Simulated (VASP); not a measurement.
# GdN (F-43m) in VASP: further runs

Runs on GdN. Level: PBE. Tasks: single point, relaxation of cell and atoms.

Program: VASP 6.6.1. These are calculated values, not measurements. Logs are shortened: lines on timing, memory, paths and dates and some standing lists are left out, and cuts for length are marked.

### Step 1. The cell of the first run

The structure is cubic, space group F-43m (No. 216). The conventional cell has a = 5.337 Å, b = 5.337 Å, c = 5.337 Å, α = 90.00°, β = 90.00°, γ = 90.00°. Gd (site symmetry -43m) has 4 N at 2.31 Å within 3.1 Å. N (site symmetry -43m) has 4 Gd at 2.31 Å within 3.1 Å.

The cell was generated, and may not be a known phase.

### Step 2. Single point, PBE, collinear spin, ferromagnetic start

File INCAR:

```
PREC     = Accurate       # precision mode
ENCUT    = 520            # plane-wave cutoff, eV
EDIFF    = 1E-6           # SCF threshold, eV
ISMEAR   = 0              # smearing method
SIGMA    = 0.02           # smearing width, eV
LREAL    = False          # projectors in reciprocal space
LASPH    = True           # aspherical terms in the spheres
NELM     = 150            # most SCF steps
ALGO     = Normal         # electronic algorithm
ISIF     = 2              # what is computed and relaxed
LWAVE    = False          # write WAVECAR
LCHARG   = True           # write CHGCAR
ISPIN    = 2              # spin polarisation
MAGMOM   = 7.47 0         # initial moments
LORBIT   = 11             # projections on sites
LMAXMIX  = 6              # l up to which the mixer works
GGA      = PE             # functional
LELF     = True           # ELF
LVHAR    = True         
NBANDS   = 22             # bands
```

File KPOINTS:

```
regular mesh
0
Gamma
  10 10 10
```

File POSCAR:

```
GdN
1.0
    0.0000000000      2.6687227340      2.6687227340
    2.6687227340      0.0000000000      2.6687227340
    2.6687227340      2.6687227340      0.0000000000
Gd N
1 1
Direct
    0.0000000000      0.0000000000      0.0000000000
    0.2500000000      0.2500000000      0.2500000000
```

Potentials or basis: VASP PAW PBE potentials, release 64 (Gd, N).

Started as:

```bash
cat potpaw_PBE.64/Gd/POTCAR potpaw_PBE.64/N/POTCAR > POTCAR
mpirun -np 1 vasp_std > vasp.out
```

OUTCAR:

```text
PREC = Accurate
   ENCUT = 520
   EDIFF = 1E-6
   ISMEAR = 0
   LREAL = False
   LASPH = True
   NELM = 150
   ISIF = 2
   ISPIN = 2
   LORBIT = 11
   GGA = PE

 ion  position               nearest neighbor table
   1  0.000  0.000  0.000-   2 2.31   2 2.31   2 2.31   2 2.31
   2  0.250  0.250  0.250-   1 2.31   1 2.31   1 2.31   1 2.31

  LATTYP: Found a face centered cubic cell.
 ALAT       =     5.3374454680

  Lattice vectors:

 A1 = (   0.0000000000,   2.6687227340,   2.6687227340)
 A2 = (   2.6687227340,   0.0000000000,   2.6687227340)
 A3 = (   2.6687227340,   2.6687227340,   0.0000000000)

Analysis of symmetry for initial positions (statically):
=====================================================================
 Subroutine PRICEL returns:
 Original cell was already a primitive cell.

 Routine SETGRP: Setting up the symmetry group for a
 face centered cubic supercell.

 Subroutine GETGRP returns: Found 24 space group operations
 (whereof 24 operations were pure point group operations)
 out of a pool of 48 trial point group operations.

The static configuration has the point symmetry T_d .

Analysis of symmetry for dynamics (positions and initial velocities):
=====================================================================
 Subroutine PRICEL returns:
 Original cell was already a primitive cell.

 Routine SETGRP: Setting up the symmetry group for a
 face centered cubic supercell.

 Subroutine GETGRP returns: Found 24 space group operations
 (whereof 24 operations were pure point group operations)
 out of a pool of 48 trial point group operations.

The dynamic configuration has the point symmetry T_d .

Analysis of structural, dynamic, and magnetic symmetry:
=====================================================================
 Subroutine PRICEL returns:
 Original cell was already a primitive cell.

 Routine SETGRP: Setting up the symmetry group for a
 face centered cubic supercell.

 Subroutine GETGRP returns: Found 24 space group operations
 (whereof 24 operations were pure point group operations)
 out of a pool of 48 trial point group operations.

The overall configuration has the point symmetry T_d .

 Subroutine INISYM returns: Found 24 space group operations
 (whereof 24 operations are pure point group operations),
 and found     1 'primitive' translations

----------------------------------------------------------------------------------------

[... 114 lines left out ...]
  Fermi-wavevector in a.u.,A,eV,Ry     =   1.384641  2.616593 26.085524  1.917232
  Thomas-Fermi vector in A             =   2.509126
   LORBIT       =     11    0 simple, 1 ext, 2 COOP (PROOUT), +10 PAW based schemes
   GGA     = PE    functional components
   LHFCALC =     F    Hartree Fock is set to
   AEXX    =    0.0000 exact exchange contribution
   IVDW    =     0    specifies the selected vdW correction
   LEPSILON=     F    determine dielectric tensor
   LRPA    =     F    only Hartree local field effects (RPA)
 spin polarized calculation
 Gauss-broadening in eV      SIGMA  =   0.02
  energy-cutoff  :      520.00
  volume of cell :       38.01
 maximum number of plane-waves:      1034
   NGX = 13   NGY = 13   NGZ = 13

 number of electron      22.9999995 magnetization       6.9994476

 Free energy of the ion-electron system (eV)
  ---------------------------------------------------
  ext. energy  EPLUGINS =         0.00000000
  ---------------------------------------------------
  free energy    TOTEN  =       -22.83282027 eV

  energy without entropy =      -22.83282027  energy(sigma->0) =      -22.83282027

 E-fermi :   2.3280     XC(G=0): -10.2441

 val. band max:        2.0731733422   @ k =   0.5000   0.5000   0.0000
 cond. band min:       3.2585912731   @ k =   0.0000   0.0000   0.0000
 fundamental gap:      1.1854179309
 Fermi energy:         2.3279654805

 spin component 1

 k-point     1 :       0.0000    0.0000    0.0000
  band No.  band energies     occupation
      1     -41.0809      1.00000
      2     -18.2954      1.00000
      3     -18.2954      1.00000
      4     -18.2954      1.00000
      5     -10.0340      1.00000
      6      -0.9182      1.00000
[... 589 lines left out ...]
     21      10.8530      0.00000
     22      14.5645      0.00000

 [... further k-points ...]

 spin component 2

 k-point     1 :       0.0000    0.0000    0.0000
  band No.  band energies     occupation
      1     -37.9777      1.00000
      2     -16.0921      1.00000
      3     -16.0921      1.00000
      4     -16.0921      1.00000
      5      -9.9990      1.00000
      6       0.2678      1.00000
[... 589 lines left out ...]
     21      11.7862      0.00000
     22      15.2190      0.00000

 [... further k-points ...]

------------------------ aborting loop because EDIFF is reached ----------------------------------------

  FORCE on cell =-STRESS in cart. coord.  units (eV):
  Direction    XX          YY          ZZ          XY          YZ          ZX
  --------------------------------------------------------------------------------------
  -------------------------------------------------------------------------------------
  Total        0.0262722      0.0262722      0.0262722      0.0000000      0.0000000      0.0000000
  in kB        1.1073034      1.1073034      1.1073034      0.0000000      0.0000000      0.0000000
  external PRESSURE =       1.1073034 kB  Pullay stress =       0.0000000 kB

 VOLUME and BASIS-vectors are now :
 -----------------------------------------------------------------------------
  energy-cutoff  :      520.00
  volume of cell :       38.01
      direct lattice vectors                 reciprocal lattice vectors
     0.000000000  2.668722734  2.668722734    -0.187355544  0.187355544  0.187355544
     2.668722734  0.000000000  2.668722734     0.187355544 -0.187355544  0.187355544
     2.668722734  2.668722734  0.000000000     0.187355544  0.187355544 -0.187355544

 POSITION                                       TOTAL-FORCE (eV/Angst)
 -----------------------------------------------------------------------------------
      0.00000      0.00000      0.00000         0.000000     -0.000000      0.000000
      1.33436      1.33436      1.33436        -0.000000      0.000000     -0.000000
 -----------------------------------------------------------------------------------
    total drift:                               -0.000000     -0.000000     -0.000000

  FREE ENERGIE OF THE ION-ELECTRON SYSTEM (eV)
  ---------------------------------------------------
  free  energy   TOTEN  =       -22.8328202721 eV

  energy  without entropy=      -22.8328202721  energy(sigma->0) =      -22.83282027

 total charge

# of ion       s       p       d       f       tot
--------------------------------------------------
    1        2.046   5.632   0.594   7.003  15.274
    2        1.260   2.412   0.000   0.000   3.671
--------------------------------------------------
tot          3.305   8.043   0.594   7.003  18.945

 magnetization (x)

# of ion       s       p       d       f       tot
--------------------------------------------------
    1       -0.000  -0.081   0.067   6.802   6.788
    2       -0.007  -0.048   0.000   0.000  -0.055
--------------------------------------------------
tot         -0.008  -0.129   0.067   6.802   6.732
```

OSZICAR:

```text
N       E                     dE             d eps       ncg     rms          rms(c)
DAV:   1     0.139975624271E+03    0.13998E+03   -0.82966E+03  5812   0.535E+03
DAV:   2    -0.242661636863E+01   -0.14240E+03   -0.12180E+03  5826   0.439E+02
[... 34 lines left out ...]
DAV:  37    -0.228328699614E+02    0.13299E-03   -0.18495E-04  5970   0.724E-01    0.416E-01
DAV:  38    -0.228328333265E+02    0.36635E-04   -0.12931E-04  7936   0.418E-01    0.335E-01
DAV:  39    -0.228328289569E+02    0.43697E-05   -0.33413E-05  8052   0.115E-01    0.314E-01
DAV:  40    -0.228328274276E+02    0.15292E-05   -0.20474E-06  3608   0.520E-02    0.155E-01
DAV:  41    -0.228328205367E+02    0.68909E-05   -0.16781E-05  5670   0.225E-01    0.311E-02
DAV:  42    -0.228328202721E+02    0.26466E-06   -0.58702E-06  5568   0.643E-02
   1 F= -.22832820E+02 E0= -.22832820E+02  d E =-.118091E-74  mag=     6.9998
```

stdout:

```text
POSCAR found type information on POSCAR GdN
 POSCAR found :  2 types and       2 ions
 scaLAPACK will be used
 LDA part: xc-table for (Slater+PW92), standard interpolation
 POSCAR, INCAR and KPOINTS ok, starting setup
 FFT: planning ... GRIDC
 FFT: planning ... GRID_SOFT
 FFT: planning ... GRID
 WAVECAR not read
 entering main loop
```

Wall time 2.3 min (1 thread of Intel Xeon 6975P-C (Granite Rapids), shared host); peak memory 0.22 GiB.

Results:

```yaml
Free_energy: -22.8328 eV
Pressure: 0.1 GPa
Band_gap_on_the_k_mesh: 1.19 eV (least direct gap 1.86 eV)
Net_moment: 7.00 μB per cell
Site_moments: Gd +6.79; N -0.06 μB
Valence_electrons_inside_the_program's_atomic_spheres: Gd 15.27; N 3.67
```

Levels at points of the mesh, in eV from the valence-band top:
Spin up:
```csv
k point,band 11,band 12,band 13,band 14,band 15,band 16,band 17,band 18,band 19,band 20
"(0.00, 0.00, 0.00)",-2.68,-2.68,-1.68,-1.68,-1.68,1.80,5.02,5.02,8.38,8.38
"(0.50, 0.00, 0.00)",-2.72,-2.68,-1.54,-1.20,-1.20,3.96,5.40,5.40,6.41,7.61
"(0.50, 0.50, 0.00)",-2.73,-2.70,-2.37,0.00,0.00,1.95,4.80,6.70,7.28,7.28
```
Spin down:
```tsv
k point	band 5	band 6	band 7	band 8	band 9	band 10	band 11	band 12
(0.00, 0.00, 0.00)	-12.07	-1.81	-1.81	-1.81	1.19	2.59	2.59	2.59
(0.50, 0.00, 0.00)	-11.11	-1.33	-1.28	-1.28	2.25	2.50	2.57	2.57
(0.50, 0.50, 0.00)	-10.77	-2.75	-0.18	-0.18	2.32	2.52	2.53	2.62
```

Caveat: spin-orbit coupling is left out, which moves the levels of the heavy elements; a cell with one magnetic atom can't hold antiferromagnetic order, which such compounds often take; semilocal functionals describe open f shells poorly, which spoils levels, moments and volumes.

(Part 1 of 2 ends here.)
